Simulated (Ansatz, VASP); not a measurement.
Two plane-wave programs on CdF2

File INCAR:

```
  ALGO = Normal
  EDIFF = 1E-8
  ENCUT = 520
  GGA = CA
  ISIF = 2
  ISMEAR = -1
  LASPH = True
  LCHARG = False
  LEFG = True
  LREAL = False
  LWAVE = False
  NBANDS = 20
  NELM = 60
  PREC = Accurate
  SIGMA = 0.02
```

File KPOINTS:

```
k-points
0
Gamma
  8 8 8
```

Contents of POSCAR:

```
CdF2
1.0
    0.0000000000      2.7294514339      2.7294514339
    2.7294514339      0.0000000000      2.7294514339
    2.7294514339      2.7294514339      0.0000000000
Cd F
1 2
Direct
    0.0000000000      0.0000000000      0.0000000000
    0.2500000000      0.2500000000      0.2500000000
    0.7500000000      0.7500000000      0.7500000000
```

Input for Ansatz:

```yaml
crystal:
  lattice:
    - [0.0, 2.7294514339, 2.7294514339]
    - [2.7294514339, 0.0, 2.7294514339]
    - [2.7294514339, 2.7294514339, 0.0]
  atoms:
    - { symbol: Cd, position: [0.0, 0.0, 0.0] }
    - { symbol: F, position: [0.25, 0.25, 0.25] }
    - { symbol: F, position: [0.75, 0.75, 0.75] }
kpoints:
  mp_grid: { grid: [8, 8, 8] }
scf:
  occupations: { method: fermi_dirac, width: 0.02 }
hamiltonian:
  xc: lda
  pseudopotentials: { kind: paw }
output:
  forces: true
  stress: true
  eigenvalues: true
  efg: { contact_densities: true }
```

Change from the starting cell: volume scaled by 1.04, PAW files.

Alike in both runs: task electric field gradients; functional LDA; k mesh 8 × 8 × 8; occupations fermi-dirac, width 0.02 eV; no spin polarisation.

|  | VASP | Ansatz |
| --- | --- | --- |
| version | VASP 6.6.1 | Ansatz 0.2.0 |
| potentials or method | VASP PAW LDA potentials, release 64 (Cd, F) | PAW with Ansatz's default frozen-core files, scalar-relativistic |
| plane-wave cutoff (eV) | 520 | 420 |
| valence electrons in the cell | 26 | 34 |

VASP gave:

```
gap on the k mesh at the Fermi level (eV) : 2.66
pressure (GPa)                            : -8.4
```

Question: What did Ansatz give for the same quantities?

Answer: gap on the k mesh at the Fermi level (eV): 2.67; pressure (GPa): -9.2.

LDA's correlation is that of Perdew and Zunger in VASP and of Perdew and Wang (1992) in Ansatz. VASP's potentials hold 26 valence electrons a cell and Ansatz's 34, so a difference there can come from the potentials and not from the codes.
